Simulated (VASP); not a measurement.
Wanted: the native input for a VASP 6.6.1 run.

| Property | Result |
| --- | --- |
| Task | single point |
| Functional | PBE |
| Potentials or basis | VASP PAW PBE potentials, release 64 (Au) |
| Cutoff | 520 eV |
| k mesh | 13 × 13 × 1 |
| Occupations | fermi-dirac, width 0.05 eV |
| Spin | no spin polarisation |
| Dipole correction | yes |
| Further INCAR settings | ALGO = Normal; EDIFF = 1e-07; NBANDS = 36 |

The structure of Au lies in POSCAR:

```
Au
1.0
    2.9400990585      0.0000000000      0.0000000000
   -1.4700495293      2.5462004743      0.0000000000
    0.0000000000      0.0000000000     25.6023000000
Au
5
Direct
    0.8333333330      0.1666666670      0.3124714712
    0.1666666670      0.8333333330      0.4062357353
    0.5000000000      0.5000000000      0.5000000000
    0.8333333330      0.1666666670      0.5937642647
    0.1666666670      0.8333333330      0.6875285288
```

One way to write it, as run:

INCAR

```
SYSTEM = Au
PREC = Accurate ; ENCUT = 520
EDIFF = 1E-7 ; ISMEAR = -1
SIGMA = 0.05 ; LREAL = .FALSE.
LASPH = .TRUE. ; NELM = 60
ALGO = Normal ; ISIF = 2
LWAVE = .FALSE. ; LCHARG = .FALSE.
LDIPOL = .TRUE. ; IDIPOL = 3
DIPOL = 0.5 0.5 0.500 ; GGA = PE
NBANDS = 36
```

KPOINTS

```
regular mesh
0
G
  13 13 1
  0 0 0
```

Potentials or basis: VASP PAW PBE potentials, release 64 (Au).

Run with:

```console
$ cat potpaw_PBE.64/Au/POTCAR > POTCAR
$ mpirun -np 1 vasp_std > vasp.out
```

It gave:

- Largest force: 0.098 eV/Å
- Band gap on the k mesh: zero (an odd number of electrons rules out a gap without spin polarisation)

Caveat: spin-orbit coupling is left out, which moves the levels of the heavy elements.

It took 3.1 min on 1 thread of Intel(R) Xeon(R) 6975P-C (Granite Rapids), with other jobs on the host, peak memory 0.36 GiB.
